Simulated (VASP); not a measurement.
Here is a VASP 6.6.1 calculation.

INCAR

```
ALGO = Normal
EDIFF = 1E-6
ENCUT = 520
ISIF = 2
ISMEAR = 0
LASPH = True
LCHARG = False
LREAL = False
LWAVE = False
NBANDS = 44
NELM = 60
PREC = Accurate
SIGMA = 0.01
```

The input KPOINTS:

```
k-points
0
Gamma
  6 6 4
```

Contents of POSCAR:

```
SiO2
1.0
    4.9791653256      0.0000000000      0.0000000000
    0.0000000000      4.9791653256      0.0000000000
    0.0000000000      0.0000000000      6.9148709668
Si O
4 8
Direct
    0.3024592541      0.3024592541      0.0000000000
    0.1975407459      0.8024592541      0.2500000000
    0.6975407459      0.6975407459      0.5000000000
    0.8024592541      0.1975407459      0.7500000000
    0.2381682781      0.1092716079      0.1814551378
    0.3907283921      0.7381682781      0.4314551378
    0.7618317219      0.8907283921      0.6814551378
    0.6092716079      0.2618317219      0.9314551378
    0.7381682781      0.3907283921      0.5685448622
    0.8907283921      0.7618317219      0.3185448622
    0.2618317219      0.6092716079      0.0685448622
    0.1092716079      0.2381682781      0.8185448622
```

Potentials or basis: VASP PAW LDA potentials, release 64 (Si, O).

Run with:

```console
$ cat potpaw_LDA.64/Si/POTCAR potpaw_LDA.64/O/POTCAR > POTCAR
$ mpirun -np 1 vasp_std > vasp.out
```

What does it give for the band gap on the k mesh?

5.49 eV, direct.

Predict the pressure.

-1.1 GPa.

What does it give for the largest force?

0.067 eV/Å.

Forces on the atoms (eV/Å):
```
Si   0.009  0.009  0.000
Si  -0.009  0.009  0.000
Si  -0.009 -0.009  0.000
Si   0.009 -0.009  0.000
O    0.006 -0.042 -0.052
O    0.042  0.006 -0.052
O   -0.006  0.042 -0.052
O   -0.042 -0.006 -0.052
O    0.006  0.042  0.052
O    0.042 -0.006  0.052
O   -0.006 -0.042  0.052
O   -0.042  0.006  0.052
```

A k mesh can miss the band edges.
